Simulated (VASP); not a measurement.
Zn4Se3S, 8 atoms in the cell. Symmetry: Cm, No. 8, monoclinic system. The conventional cell has a = 12.965 Å, b = 3.922 Å, c = 6.707 Å, α = 90.00°, β = 101.00°, γ = 90.00°. Zn (site symmetry m) has 1 S at 2.30 Å and 3 Se at 2.40 to 2.41 Å within 3.0 Å. Zn (site symmetry m) has 2 S at 2.33 Å and 2 Se at 2.41 to 2.43 Å within 3.1 Å. Within 3.2 Å of Zn (site symmetry m) lie 4 Se at 2.40 to 2.41 Å. Zn (site symmetry m) has 1 S at 2.31 Å and 3 Se at 2.42 Å within 3.1 Å. Within 3.0 Å of S (site symmetry m) lie 4 Zn at 2.30 to 2.33 Å. Se (site symmetry m) has 4 Zn at 2.40 to 2.41 Å within 3.2 Å. Se (site symmetry m) has 4 Zn at 2.41 to 2.43 Å within 3.2 Å. Within 3.2 Å of Se (site symmetry m) lie 4 Zn at 2.40 to 2.42 Å. 

- Program: VASP 6.6.1
- Task: single point
- Functional: LDA
- Potentials or basis: VASP PAW LDA potentials, release 64 (Zn, S, Se)
- Cutoff: 520 eV
- k mesh: 8 × 8 × 4
- Occupations: gaussian, width 0.02 eV
- Spin: no spin polarisation
- Dipole correction: no
- Further INCAR settings: ALGO = Normal; EDIFF = 1e-07; NBANDS = 46

Potentials or basis: VASP PAW LDA potentials, release 64 (Zn, S, Se).

Launch:

```bash
$ cat potpaw_LDA.64/Zn/POTCAR potpaw_LDA.64/S/POTCAR potpaw_LDA.64/Se/POTCAR > POTCAR
$ mpirun -np 1 vasp_std > vasp.out
```

Hardware: 1 thread of Intel Xeon 8259CL (shared host).

How long does it take, and how much memory?

Wall time 18 min on 1 thread of Intel Xeon 8259CL, with other jobs on the host, peak memory 0.53 GiB. Counts: scf iterations 16, k points 78.
